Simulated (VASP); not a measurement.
Crystal: Os.

```
CELL_PARAMETERS angstrom
2.77008 0.00000 0.00000
-1.38504 2.39896 0.00000
0.00000 0.00000 4.37654
ATOMIC_POSITIONS crystal
Os 0.66667 0.33333 0.75000
Os 0.33333 0.66667 0.25000
```

Base run:

- Program: VASP 6.6.1
- Functional: LDA
- Potentials or basis: VASP PAW LDA potentials, release 64 (Os)
- Cutoff: 520 eV
- k mesh: 11 × 11 × 6
- Occupations: fermi-dirac, width 0.05 eV
- Spin: no spin polarisation

Its results: band gap on the k mesh zero (band 8 reaches 10.74 eV, above the bottom of band 9 at 7.09 eV); pressure -22.7 GPa.

Task: The run is repeated on the same cell with these changes: functional from LDA to PBEsol; potentials or basis from VASP PAW LDA potentials, release 64 (Os) to VASP PAW PBE potentials, release 64 (Os). What comes out?

Result: Band gap on the k mesh zero (band 8 reaches 10.69 eV, above the bottom of band 9 at 7.03 eV); pressure -17.6 GPa.

Caveats: spin-orbit coupling is left out, which moves the levels of the heavy elements; the PAW data sets were made with another functional, which shifts forces and pressure a little (some runs).
